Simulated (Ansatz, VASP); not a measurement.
# Two plane-wave programs on PbS

```xyz
4
Lattice="2.0800 -5.9913 0.0000 2.0800 5.9913 0.0000 0.0000 0.0000 4.2793" Properties=species:S:1:pos:R:3 pbc="T T T"
Pb    2.0800    4.4268    1.0698
Pb    2.0800   -4.4268    3.2095
S     2.0800    1.7399    1.0698
S     2.0800   -1.7399    3.2095
```

Alike in both runs: task relaxation of cell and atoms; functional PBEsol; dispersion D3(BJ); k mesh 7 × 7 × 6; occupations fermi-dirac, width 0.05 eV; no spin polarisation.

```csv
,VASP,Ansatz
version,VASP 6.6.1,Ansatz 0.2.0
potentials or method,"VASP PAW PBE potentials, release 64 (Pb_d, S)",Ansatz PAW
plane-wave cutoff (eV),600,420
valence electrons in the cell,40,40
```

|  | VASP | Ansatz | Ansatz less VASP |
| --- | --- | --- | --- |
| gap on the k mesh at the Fermi level, each at its own relaxed structure (eV) | 1.03 | 1.02 | -0.010 |
| relaxed volume (Å³/atom) | 23.86 | 23.85 | -0.011 |
| relaxed cell length with the largest relative difference (Å) | 4.207 | 4.201 | -0.0059 |

VASP's potentials were made for PBE, not for PBEsol.

Neither program's run includes spin-orbit coupling. Noted on Ansatz's run: odd divisions of the mesh miss points on the zone boundary, where band edges often lie, so the gap on the mesh can be too wide; the plane-wave basis is chosen anew once the cell has moved, so the energies of steps on either side of that aren't comparable.
